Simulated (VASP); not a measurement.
CsCaBr3, 5 atoms in the cell. The structure is tetragonal, space group P4/mmm (No. 123). Conventional cell: a = 5.709 Å, b = 5.709 Å, c = 5.537 Å, α = 90.00°, β = 90.00°, γ = 90.00°. Within 5.2 Å of Cs (site symmetry 4/mmm) lie 12 Br at 3.98 to 4.04 Å and 8 Ca at 4.89 Å. Within 3.6 Å of Ca (site symmetry 4/mmm) lie 6 Br at 2.77 to 2.85 Å. Within 3.6 Å of Br (site symmetry 4/mmm) lie 2 Ca at 2.77 Å. Within 3.8 Å of Br (site symmetry mmm) lie 2 Ca at 2.85 Å.  This cell differs from its parent crystal: strain -0.0300 x Voigt [0, 1, 0, 0, 0, 0].

| Quantity | Value |
| --- | --- |
| Program | VASP 6.6.1 |
| Task | single point |
| Functional | LDA |
| Potentials or basis | VASP PAW LDA potentials, release 64 (Cs_sv, Ca_sv, Br) |
| Cutoff | 520 eV |
| k mesh | 4 × 4 × 4 |
| Occupations | gaussian, width 0.05 eV |
| Spin | no spin polarisation |
| Dipole correction | no |
| Further INCAR settings | ALGO = Normal; EDIFF = 1e-06; NBANDS = 28 |

Potentials or basis: VASP PAW LDA potentials, release 64 (Cs_sv, Ca_sv, Br).

Command:

```bash
$ cat potpaw_LDA.64/Cs_sv/POTCAR potpaw_LDA.64/Ca_sv/POTCAR potpaw_LDA.64/Br/POTCAR > POTCAR
$ mpirun -np 1 vasp_std > vasp.out
```

Hardware: 1 thread of Intel Xeon 6975P-C, on a shared host.

Question: Estimate the wall time of this run.

Answer: It took 93 s on 1 thread of Intel Xeon 6975P-C, with other jobs on the host, peak memory 0.27 GiB. Counts: scf iterations 12, k points 18.
